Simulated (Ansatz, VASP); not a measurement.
# Au in VASP and in Ansatz

```
CELL_PARAMETERS angstrom
-1.67908 1.67908 1.67908
1.67908 -1.67908 1.67908
1.67908 1.67908 -1.67908
ATOMIC_POSITIONS crystal
Au 0.00000 0.00000 0.00000
```

Change from the starting cell: volume scaled by 1.04.

Alike in both runs: task single point; functional LDA; k mesh 11 × 11 × 11; occupations fermi-dirac, width 0.05 eV; no spin polarisation.

|  | VASP | Ansatz |
| --- | --- | --- |
| version | VASP 6.6.1 | Ansatz 0.2.0 |
| potentials or method | VASP PAW LDA potentials, release 64 (Au), cutoff 520 eV | all-electron LAPW, scalar-relativistic |

```csv
,VASP,Ansatz,Ansatz less VASP
gap on the k mesh at the Fermi level (eV),none,none,-
pressure (GPa),-16.4,-16.8,-0.35
```

LDA's correlation is that of Perdew and Zunger in VASP and of Perdew and Wang (1992) in Ansatz. A gap of «none» marks a metal or a gap that the smearing closes. Ansatz ran all-electron here, and VASP with PAW potentials.

Spin-orbit coupling is off throughout.
